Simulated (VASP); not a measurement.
A run of VASP 6.6.1:

INCAR

```
SYSTEM = Be4Te
PREC = Accurate
ENCUT = 600
EDIFF = 1E-6
ISMEAR = 0
SIGMA = 0.1
LREAL = .False.
LASPH = .True.
NELM = 100
ALGO = Fast
ISIF = 3
LWAVE = .False.
LCHARG = .False.
GGA = PE
IBRION = 2
NSW = 100
EDIFFG = -0.01
```

KPOINTS

```
Automatic mesh
0
Gamma
  10 10 10
  0 0 0
```

File POSCAR:

```
Be4Te
1.0
   -2.9448999542      2.9448999542      2.2231077450
    2.9448999542     -2.9448999542      2.2231077450
    2.9448999542      2.9448999542     -2.2231077450
Be Te
4 1
Direct
    0.2306006686      0.2306006686      0.6091435320
    0.6214571366      0.6214571366      0.3908564680
    0.7693993314      0.3785428634      0.0000000000
    0.3785428634      0.7693993314      0.0000000000
    0.0000000000      0.0000000000      0.0000000000
```

Potentials or basis: VASP PAW PBE potentials, release 64 (Be, Te).

Run with:

```bash
$ cat potpaw_PBE.64/Be/POTCAR potpaw_PBE.64/Te/POTCAR > POTCAR
$ mpirun -np 1 vasp_std > vasp.out
```

Hardware: 1 thread of Intel(R) Xeon(R) Platinum 8259CL CPU @ 2.50GHz (Skylake/Cascade Lake), on a shared host.

Q: Estimate the wall time of this run.

A: Wall time 22 min on 1 thread of Intel(R) Xeon(R) Platinum 8259CL CPU @ 2.50GHz (Skylake/Cascade Lake), on a shared host, peak memory 0.33 GiB. Counts: scf iterations 122, k points 102, ion steps 21.
